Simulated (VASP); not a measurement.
A run of VASP 6.6.1 is set up as follows.

File POSCAR:

```
Rh
1.0
    0.0000000000      1.9026801449      1.9026801449
    1.9026801449      0.0000000000      1.9026801449
    1.9026801449      1.9026801449      0.0000000000
Rh
1
Direct
    0.0000000000      0.0000000000      0.0000000000
```

Contents of INCAR.step1:

```
ALGO = Normal ; EDIFF = 1E-4
ENCUT = 520 ; GGA = PE
ISMEAR = -1 ; LASPH = True
LCHARG = False ; LREAL = False
LWAVE = True ; NBANDS = 14
NELM = 100 ; PREC = Accurate
SIGMA = 0.1
```

File INCAR.step2:

```
ALGO = Normal ; EDIFF = 1E-7
ENCUT = 520 ; ISIF = 2
ISMEAR = -1 ; ISTART = 1
LASPH = True ; LCHARG = False
LMIXTAU = True ; LREAL = False
LWAVE = False ; METAGGA = R2SCAN
NBANDS = 14 ; NELM = 100
PREC = Accurate ; SIGMA = 0.1
```

File KPOINTS:

```
k-points
0
Gamma
  8 8 8
```

Potentials or basis: VASP PAW PBE potentials, release 64 (Rh_pv).

Run with:

```bash
$ cat potpaw_PBE.64/Rh_pv/POTCAR > POTCAR
$ cp INCAR.step1 INCAR
$ mpirun -np 1 vasp_std > vasp.out
$ cp INCAR.step2 INCAR
$ mpirun -np 1 vasp_std > vasp.out
```

**Question.** What does it give for the pressure?

**Answer.** 1.2 GPa.

Caveat: the PAW data sets were made with another functional, which shifts forces and pressure a little.
